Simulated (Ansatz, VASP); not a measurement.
# Two plane-wave programs on Si

Contents of INCAR:

```
  ALGO = Normal
  EDIFF = 1E-6
  ENCUT = 520
  ISIF = 2
  ISMEAR = 0
  LASPH = T
  LCHARG = F
  LREAL = F
  LWAVE = F
  NBANDS = 8
  NELM = 60
  PREC = Accurate
  SIGMA = 0.15
```

The input KPOINTS:

```
k-points
0
Gamma
  28 28 28
```

POSCAR

```
Si
1.0
   -1.6356629409      1.6356629409      1.3439566585
    1.6356629409     -1.6356629409      1.3439566585
    1.6356629409      1.6356629409     -1.3439566585
Si
1
Direct
    0.0000000000      0.0000000000      0.0000000000
```

Input for Ansatz:

```yaml
crystal:
  lattice:
    - [-1.6356629409, 1.6356629409, 1.3439566585]
    - [1.6356629409, -1.6356629409, 1.3439566585]
    - [1.6356629409, 1.6356629409, -1.3439566585]
  atoms:
    - { symbol: Si, position: [0.0, 0.0, 0.0] }
basis:
  ecutwfc: 420
kpoints:
  mp_grid: { grid: [28, 28, 28] }
hamiltonian:
  xc: lda
scf:
  occupations: { method: gaussian, width: 0.15 }
output:
  forces: true
  stress: true
  eigenvalues: true
```

Change from the starting cell: strain +0.000 along x and y, +0.030 along z, atoms carried along.

Alike in both runs: task single point; functional LDA; k mesh 28 × 28 × 28; occupations gaussian, width 0.15 eV; no spin polarisation.

|  | VASP | Ansatz |
| --- | --- | --- |
| version | VASP 6.6.1 | Ansatz 0.2.0 |
| potentials or method | VASP PAW LDA potentials, release 64 (Si), cutoff 520 eV | scalar-relativistic, plane waves, PAW |
| valence electrons in the cell | 4 | 4 |

|  | VASP | Ansatz | Ansatz less VASP |
| --- | --- | --- | --- |
| gap on the k mesh at the Fermi level (eV) | none | none | - |
| pressure (GPa) | -2.8 | -2.9 | -0.06 |
| traceless stress, the component that is largest in VASP (GPa) | -1.09 | -1.08 | +0.010 |

LDA's correlation is that of Perdew and Zunger in VASP and of Perdew and Wang (1992) in Ansatz. A gap of «none» marks a metal or a gap that the smearing closes.
